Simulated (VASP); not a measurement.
# S (Im-3m) in VASP: a series of runs

Runs on S. Level: PBE. Tasks: single point, relaxation of cell and atoms.

Program: VASP 6.6.1. These are calculated values, not measurements. Logs are shortened: lines on timing, memory, paths and dates and some standing lists are left out, and cuts for length are marked.

## 1. The cell of the first run

The structure is cubic, space group Im-3m (No. 229). Conventional cell: a = 3.158 Å, b = 3.158 Å, c = 3.158 Å, α = 90.00°, β = 90.00°, γ = 90.00°. Within 3.6 Å of S (site symmetry m-3m) lie 14 S at 2.74 to 3.16 Å.

## 2. Single point, PBE

INCAR reads:

```
  ALGO = Normal
  EDIFF = 1E-6
  ENCUT = 520
  GGA = PE
  ISIF = 2
  ISMEAR = 0
  LASPH = T
  LCHARG = F
  LREAL = F
  LWAVE = F
  NBANDS = 9
  NELM = 80
  PREC = Accurate
  SIGMA = 0.05
```

KPOINTS reads:

```
k-points
0
Gamma
  18 18 18
```

POSCAR reads:

```
S
1.0
   -1.5791748736      1.5791748736      1.5791748736
    1.5791748736     -1.5791748736      1.5791748736
    1.5791748736      1.5791748736     -1.5791748736
S
1
Direct
    0.0000000000      0.0000000000      0.0000000000
```

Potentials or basis: VASP PAW PBE potentials, release 64 (S).

Started as:

```bash
cat potpaw_PBE.64/S/POTCAR > POTCAR
mpirun -np 1 vasp_std > vasp.out
```

OUTCAR:

```text
EDIFF = 1E-6
   ENCUT = 520
   GGA = PE
   ISIF = 2
   ISMEAR = 0
   LASPH = T
   LREAL = F
   NELM = 80
   PREC = Accurate

 ion  position               nearest neighbor table
   1  0.000  0.000  0.000-

  LATTYP: Found a body centered cubic cell.
 ALAT       =     3.1583497472

  Lattice vectors:

 A1 = (  -1.5791748736,   1.5791748736,   1.5791748736)
 A2 = (   1.5791748736,  -1.5791748736,   1.5791748736)
 A3 = (   1.5791748736,   1.5791748736,  -1.5791748736)

Analysis of symmetry for initial positions (statically):
=====================================================================
 Subroutine PRICEL returns:
 Original cell was already a primitive cell.

 Routine SETGRP: Setting up the symmetry group for a
 body centered cubic supercell.

 Subroutine GETGRP returns: Found 48 space group operations
 (whereof 48 operations were pure point group operations)
 out of a pool of 48 trial point group operations.

The static configuration has the point symmetry O_h .

Analysis of symmetry for dynamics (positions and initial velocities):
=====================================================================
 Subroutine PRICEL returns:
 Original cell was already a primitive cell.

 Routine SETGRP: Setting up the symmetry group for a
 body centered cubic supercell.

 Subroutine GETGRP returns: Found 48 space group operations
 (whereof 48 operations were pure point group operations)
 out of a pool of 48 trial point group operations.

The dynamic configuration has the point symmetry O_h .

 Subroutine INISYM returns: Found 48 space group operations
 (whereof 48 operations are pure point group operations),
 and found     1 'primitive' translations

----------------------------------------------------------------------------------------

                                     Primitive cell

  volume of cell :      15.7525

  direct lattice vectors                    reciprocal lattice vectors
    -1.579174874  1.579174874  1.579174874     0.000000000  0.316621046  0.316621046
     1.579174874 -1.579174874  1.579174874     0.316621046  0.000000000  0.316621046
     1.579174874  1.579174874 -1.579174874     0.316621046  0.316621046  0.000000000

  length of vectors
     2.735211115  2.735211115  2.735211115     0.447769777  0.447769777  0.447769777

  position of ions in fractional coordinates (direct lattice)
[... 73 lines left out ...]
   LSORBIT =      F    spin-orbit coupling
   LASPH  =      T    aspherical Exc in radial PAW
   ENCUT  =  520.0 eV  38.22 Ry    6.18 a.u.   5.09  5.09  5.09*2*pi/ulx,y,z
   NELM   =     80;   NELMIN=  2; NELMDL= -5     # of ELM steps
   EDIFF  = 0.1E-05   stopping-criterion for ELM
   LREAL  =      F    real-space projection
   EDIFFG = 0.1E-04   stopping-criterion for IOM
   NSW    =      0    number of steps for IOM
   IBRION =     -1    ionic relax: 0-MD 1-quasi-New 2-CG
   NFREE  =      0    steps in history (QN), initial steepest desc. (CG)
   ISIF   =      2    stress and relaxation
   ISYM   =      2    0-nonsym 1-usesym 2-fastsym
   POTIM  = 0.5000    time-step for ionic-motion
   TEBEG  =    0.0;   TEEND  =   0.0 temperature during run
   PSTRESS=    0.0 pullay stress
   NELECT =       6.0000    total number of electrons
   NUPDOWN=      -1.0000    fix difference up-down
   EMIN   =  10.00;   EMAX   =-10.00  energy-range for DOS
   EFERMI =   0.00;   METHOD = LEGACY
   ISMEAR =     0;   SIGMA  =   0.05  broadening in eV -4-tet -1-fermi 0-gaus
   EFERMI_NEDOS =   21; number of points for ismear=-14 and -15
   IALGO  =     38    algorithm
   IMIX   =      4    mixing-type and parameters
     AMIX     =   0.40;   BMIX     =  1.00
     AMIX_MAG =   1.60;   BMIX_MAG =  1.00
  volume/ion in A,a.u.               =      15.75       106.30
  Fermi-wavevector in a.u.,A,eV,Ry     =   1.186702  2.242542 19.160564  1.408262
  Thomas-Fermi vector in A             =   2.322869
   LORBIT       =      0    0 simple, 1 ext, 2 COOP (PROOUT), +10 PAW based schemes
   GGA     = PE    functional components
   LHFCALC =     F    Hartree Fock is set to
   AEXX    =    0.0000 exact exchange contribution
   IVDW    =     0    specifies the selected vdW correction
   LEPSILON=     F    determine dielectric tensor
   LRPA    =     F    only Hartree local field effects (RPA)
 non-spin polarized calculation
 Gauss-broadening in eV      SIGMA  =   0.05
  energy-cutoff  :      520.00
  volume of cell :       15.75
 maximum number of plane-waves:       438
   NGX = 11   NGY = 11   NGZ = 11

 number of electron       5.9999998 magnetization

 Free energy of the ion-electron system (eV)
  ---------------------------------------------------
  ext. energy  EPLUGINS =         0.00000000
  ---------------------------------------------------
  free energy    TOTEN  =        -3.00737395 eV

  energy without entropy =       -3.00685611  energy(sigma->0) =       -3.00711503

 E-fermi :   7.6568     XC(G=0): -11.1866

 val. band max:        7.6492114211   @ k =  -0.1667   0.1667   0.1667
 cond. band min:       7.6608851317   @ k =   0.2778   0.2778   0.0556
 fundamental gap:      0.0116737106
 Fermi energy:         7.6568155233

 k-point     1 :       0.0000    0.0000    0.0000
  band No.  band energies     occupation
      1      -9.2255      2.00000
      2      10.7620      0.00000
      3      10.7620      0.00000
      4      10.7620      0.00000
      5      19.9319      0.00000
      6      19.9319      0.00000
      7      19.9319      0.00000
      8      22.1938      0.00000
      9      23.6448      0.00000
[... 265 lines left out ...]
 k-point    24 :       0.3889    0.1111    0.0000
  band No.  band energies     occupation
      1      -4.9387      2.00000
      2       0.8961      2.00000
      3       6.7211      2.00000
      4       9.2890      0.00000
      5      16.0383      0.00000
      6      17.4465      0.00000
      7      24.0504      0.00000
      8      25.6150      0.00000
      9      29.2629      0.00000

 [... further k-points ...]
[... 5 lines left out ...]
  --------------------------------------------------------------------------------------
  -------------------------------------------------------------------------------------
  Total       -0.0127482     -0.0127482     -0.0127482     -0.0000000     -0.0000000     -0.0000000
  in kB       -1.2966131     -1.2966131     -1.2966131     -0.0000000     -0.0000000     -0.0000000
  external PRESSURE =      -1.2966131 kB  Pullay stress =       0.0000000 kB

 VOLUME and BASIS-vectors are now :
 -----------------------------------------------------------------------------
  energy-cutoff  :      520.00
  volume of cell :       15.75
      direct lattice vectors                 reciprocal lattice vectors
    -1.579174874  1.579174874  1.579174874     0.000000000  0.316621046  0.316621046
     1.579174874 -1.579174874  1.579174874     0.316621046  0.000000000  0.316621046
     1.579174874  1.579174874 -1.579174874     0.316621046  0.316621046  0.000000000

 POSITION                                       TOTAL-FORCE (eV/Angst)
 -----------------------------------------------------------------------------------
      0.00000      0.00000      0.00000         0.000000     -0.000000      0.000000
 -----------------------------------------------------------------------------------
    total drift:                                0.000000      0.000000     -0.000000

  FREE ENERGIE OF THE ION-ELECTRON SYSTEM (eV)
  ---------------------------------------------------
  free  energy   TOTEN  =        -3.0073739493 eV

  energy  without entropy=       -3.0068561084  energy(sigma->0) =       -3.00711503
```

It took 6.8 s on 1 thread of Intel Xeon 6975P-C (Granite Rapids), shared host; peak memory 0.13 GiB.

What came out:

* Free energy: -3.0074 eV
* Pressure: -0.1 GPa
* Band gap on the k mesh: zero (band 3 reaches 10.76 eV, above the bottom of band 4 at 4.12 eV)

## 3. Relaxation of cell and atoms, PBE

This run uses another cell than the first one, of 15.70 Å³/atom, 0.997 times its volume.

INCAR reads:

```
SYSTEM = S
PREC     = Accurate       ! precision mode
ENCUT    = 600            ! plane-wave cutoff, eV
EDIFF    = 1E-6           ! SCF threshold, eV
ISMEAR   = 0              ! smearing method
SIGMA    = 0.05           ! smearing width, eV
LREAL    = .FALSE.        ! projectors in reciprocal space
LASPH    = .TRUE.         ! aspherical terms in the spheres
NELM     = 100            ! most SCF steps
ALGO     = Normal         ! electronic algorithm
ISIF     = 3              ! what is computed and relaxed
LWAVE    = .FALSE.        ! write WAVECAR
LCHARG   = .FALSE.        ! write CHGCAR
GGA      = PE             ! functional
IBRION   = 2              ! ionic algorithm
NSW      = 60             ! ionic steps
EDIFFG   = -0.02          ! ionic threshold
```

KPOINTS reads:

```
regular mesh
0
G
  18 18 18
  0 0 0
```

POSCAR reads:

```
S
1.0
   -1.5773888945      1.5773888945      1.5773888945
    1.5773888945     -1.5773888945      1.5773888945
    1.5773888945      1.5773888945     -1.5773888945
S
1
Direct
    0.0000000000      0.0000000000      0.0000000000
```

Potentials or basis: VASP PAW PBE potentials, release 64 (S).

Started as:

```bash
cat potpaw_PBE.64/S/POTCAR > POTCAR
mpirun -np 1 vasp_std > vasp.out
```

Run time: 7.1 s. Hardware: 1 thread of Intel Xeon 6975P-C (Granite Rapids), shared host; peak memory 0.14 GiB.

The run converged. Its results:

```yaml
Free_energy: -3.0075 eV
Pressure_after_relaxing: 0.2 GPa
Band_gap_on_the_k_mesh: zero (band 3 reaches 10.83 eV, above the bottom of band 4 at 4.15 eV)
```

Final structure:
```
S
1.0
    -1.57739    1.57739    1.57739
     1.57739   -1.57739    1.57739
     1.57739    1.57739   -1.57739
S
1
Cartesian
  0.0000 0.0000 0.0000
```

Levels at points of the mesh, in eV from the Fermi level:
```tsv
k point	band 1	band 2	band 3	band 4	band 5	band 6	band 7
(0.00, 0.00, 0.00)	-16.92	3.12	3.12	3.12	12.28	12.28	12.28
(0.50, 0.00, 0.00)	-12.47	-7.43	0.02	2.29	7.61	8.31	18.15
(0.50, 0.50, 0.50)	-9.29	-3.55	-3.55	-3.55	4.01	4.01	22.17
```

Caveat: the relaxation stopped at its first step, so nothing moved.
